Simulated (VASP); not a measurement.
Here is a VASP 6.6.1 calculation.

The input INCAR:

```
  ALGO = Fast
  EDIFF = 1E-6
  ENCUT = 520
  GGA = PS
  ISIF = 2
  ISMEAR = 0
  IVDW = 12
  LASPH = True
  LCHARG = False
  LREAL = False
  LWAVE = False
  NBANDS = 14
  NELM = 80
  PREC = Accurate
  SIGMA = 0.15
```

KPOINTS

```
k-points
0
Gamma
  18 18 6
```

POSCAR

```
Al
1.0
    2.7819765795      0.0000000000      0.0000000000
   -1.3909882897      2.4092623906      0.0000000000
    0.0000000000      0.0000000000      9.1303087794
Al
4
Direct
    0.0000000000      0.0000000000      0.0000000000
    0.3333333333      0.6666666667      0.2500000000
    0.0000000000      0.0000000000      0.5000000000
    0.6666666667      0.3333333333      0.7500000000
```

Potentials or basis: VASP PAW PBE potentials, release 64 (Al).

Run with:

```console
$ cat potpaw_PBE.64/Al/POTCAR > POTCAR
$ mpirun -np 1 vasp_std > vasp.out
```

(1) What does it give for the pressure?

(2) Predict the band gap on the k mesh.

(3) Predict the dispersion energy per atom.

## Answers

(1) 2.0 GPa.

(2) zero (band 6 reaches 12.75 eV, above the bottom of band 7 at 7.16 eV).

(3) -0.343 eV.

Caveat: the PAW data sets were made with another functional, which shifts forces and pressure a little; pairwise dispersion overbinds metals, which lowers pressure and volume.
